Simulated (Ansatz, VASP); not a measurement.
## LiF in VASP and in Ansatz

INCAR

```
SYSTEM = LiF
ALGO = Normal
EDIFF = 1E-7
ENCUT = 520
ISIF = 2
ISMEAR = 0
LASPH = .TRUE.
LCHARG = .FALSE.
LREAL = .FALSE.
LWAVE = .FALSE.
NBANDS = 18
NELM = 100
PREC = Accurate
SIGMA = 0.05
```

Contents of KPOINTS:

```
k-points
0
G
  9 9 6
  0 0 0
```

Contents of POSCAR:

```
LiF
1.0
    3.0140916337      0.0000000000      0.0000000000
   -1.5070458168      2.6102799241      0.0000000000
    0.0000000000      0.0000000000      4.7086139501
Li F
2 2
Direct
    0.3333333333      0.6666666667      0.4214111656
    0.6666666667      0.3333333333      0.9214111656
    0.3333333333      0.6666666667      0.9910195924
    0.6666666667      0.3333333333      0.4910195924
```

Input for Ansatz:

```yaml
crystal:
  lattice:
    - [3.0140916337, 0.0, 0.0]
    - [-1.5070458168, 2.6102799241, 0.0]
    - [0.0, 0.0, 4.7086139501]
  atoms:
    - { symbol: Li, position: [0.3333333333, 0.6666666667, 0.4214111656] }
    - { symbol: Li, position: [0.6666666667, 0.3333333333, 0.9214111656] }
    - { symbol: F, position: [0.3333333333, 0.6666666667, 0.9910195924] }
    - { symbol: F, position: [0.6666666667, 0.3333333333, 0.4910195924] }
basis:
  ecutwfc: 520.0
kpoints:
  mp_grid: { grid: [9, 9, 6] }
hamiltonian:
  xc: lda
scf:
  occupations: { method: gaussian, width: 0.05 }
output:
  forces: true
  stress: true
  eigenvalues: true
```

Alike in both runs: task single point; functional LDA; k mesh 9 × 9 × 6; occupations gaussian, width 0.05 eV; no spin polarisation.

|  | VASP | Ansatz |
| --- | --- | --- |
| version | VASP 6.6.1 | Ansatz 0.2.0 |
| potentials or method | VASP PAW LDA potentials, release 64 (Li_sv, F), cutoff 520 eV | scalar-relativistic, plane waves, PAW |
| valence electrons in the cell | 20 | 20 |

Ansatz gave:

| Quantity | Value |
| --- | --- |
| gap on the k mesh at the Fermi level (eV) | 7.67 |
| least direct gap on the mesh (eV) | 7.67 |
| rms of the force components (eV/Å) | 0.196 |

Q: Which values does VASP return?

A: gap on the k mesh at the Fermi level (eV): 7.66; least direct gap on the mesh (eV): 7.66; rms of the force components (eV/Å): 0.197.

LDA's correlation is that of Perdew and Zunger in VASP and of Perdew and Wang (1992) in Ansatz. Atom by atom the forces differ by 0.001 eV/Å (rms over components).

Noted on VASP's run: the cutoff is short for stress, so the pressure is rough.
